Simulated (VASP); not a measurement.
Write the native input for VASP 6.6.1 that does the following.

```yaml
Task: single point
Functional: PBE
Potentials_or_basis: VASP PAW PBE potentials, release 64 (In_d, As)
Cutoff: 520 eV
k_mesh: 10 × 10 × 10
Occupations: gaussian, width 0.1 eV
Spin: no spin polarisation
Dipole_correction: no
Further_INCAR_settings: ALGO = Fast; EDIFF = 1e-06; NBANDS = 30
```

The structure of In3As lies in POSCAR:

```
In3As
1.0
    4.6844748895      0.0000000000      0.0000000000
    0.0000000000      4.6844748895      0.0000000000
    0.0000000000      0.0000000000      4.6844748895
In As
3 1
Direct
    0.0000000000      0.5000000000      0.5000000000
    0.5000000000      0.0000000000      0.5000000000
    0.5000000000      0.5000000000      0.0000000000
    0.0000000000      0.0000000000      0.0000000000
```

The input as run:

INCAR

```
SYSTEM = In3As
PREC = Accurate
ENCUT = 520
EDIFF = 1E-6
ISMEAR = 0
SIGMA = 0.1
LREAL = .False.
LASPH = .True.
NELM = 80
ALGO = Fast
ISIF = 2
LWAVE = .False.
LCHARG = .False.
GGA = PE
NBANDS = 30
```

KPOINTS

```
regular mesh
0
Gamma
  10 10 10
  0 0 0
```

Potentials or basis: VASP PAW PBE potentials, release 64 (In_d, As).

Launch:

```console
$ cat potpaw_PBE.64/In_d/POTCAR potpaw_PBE.64/As/POTCAR > POTCAR
$ mpirun -np 1 vasp_std > vasp.out
```

It gave:

```yaml
Pressure: 0.0 GPa
Band_gap_on_the_k_mesh: zero (band 22 reaches 6.99 eV, above the bottom of band 23 at 3.22 eV)
```

Caveat: spin-orbit coupling is left out, which moves the levels of the heavy elements.

Run time: 6.3 min on 1 thread of AMD EPYC 7R13, with other jobs on the host, peak memory 0.27 GiB.
